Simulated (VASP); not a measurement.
Runs of VASP 6.6.1 on Re. It takes space group Fm-3m (No. 225, cubic). The conventional cell has a = 3.950 Å, b = 3.950 Å, c = 3.950 Å, α = 90.00°, β = 90.00°, γ = 90.00°. Within 3.7 Å of Re (site symmetry m-3m) lie 12 Re at 2.79 Å. This isn't the form of Re at room conditions, which is hcp.

```tsv
task	level	spin	gap on the mesh (eV)	pressure (GPa)
electric field gradients	PBE	non-collinear, zero start, SOC	-	(a)
single point	PBE	off	none	-9.8
electric field gradients	PBEsol	off	none	-18.9
single point	PBEsol	off	none	-18.9
```

Alike in all rows: potentials or basis VASP PAW PBE potentials, release 64 (Re); cell as given; k mesh 14 × 14 × 14; cutoff (eV) 520; smearing fermi-dirac 0.05 eV.

Estimate the missing entries.

(a) -9.0.

Caveats: the cell stands under tension; spin-orbit coupling is left out, which moves the levels of the heavy elements (at least some runs); the PAW data sets were made with another functional, which shifts forces and pressure a little (at least some runs).

A k mesh can miss the band edges, and rows without SOC leave out spin-orbit coupling on Re.

A gap of «none» marks levels without a gap at the run's occupations.
